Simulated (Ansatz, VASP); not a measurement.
One calculation of Cu, two programs

```
CELL_PARAMETERS angstrom
2.89538 0.00000 0.00000
0.00000 2.89538 0.00000
0.00000 0.00000 2.71124
ATOMIC_POSITIONS crystal
Cu 0.00000 0.00000 0.00000
Cu 0.50000 0.50000 0.50000
```

Change from the starting cell: strain along c alone, the other axes held, atoms relaxed: -1.0 %.

Alike in both runs: task single point; functional r2SCAN; k mesh 18 × 18 × 18; occupations gaussian, width 0.1 eV; no spin polarisation.

|  | VASP | Ansatz |
| --- | --- | --- |
| version | VASP 6.6.1 | Ansatz 0.2.0 |
| potentials or method | VASP PAW PBE potentials, release 64 (Cu), cutoff 520 eV | scalar-relativistic, plane waves, PAW |
| valence electrons in the cell | 22 | 38 |

|  | VASP | Ansatz | Ansatz less VASP |
| --- | --- | --- | --- |
| gap on the k mesh at the Fermi level (eV) | none | none | - |
| pressure (GPa) | 2.4 | 1.7 | -0.70 |
| traceless stress, the component that is largest in VASP (GPa) | -0.10 | 0.06 | +0.165 |

VASP's potentials were made for PBE, not for r2SCAN. A gap of «none» marks a metal or a gap that the smearing closes. VASP's potentials hold 22 valence electrons a cell and Ansatz's 38, so a difference there can come from the potentials and not from the codes.
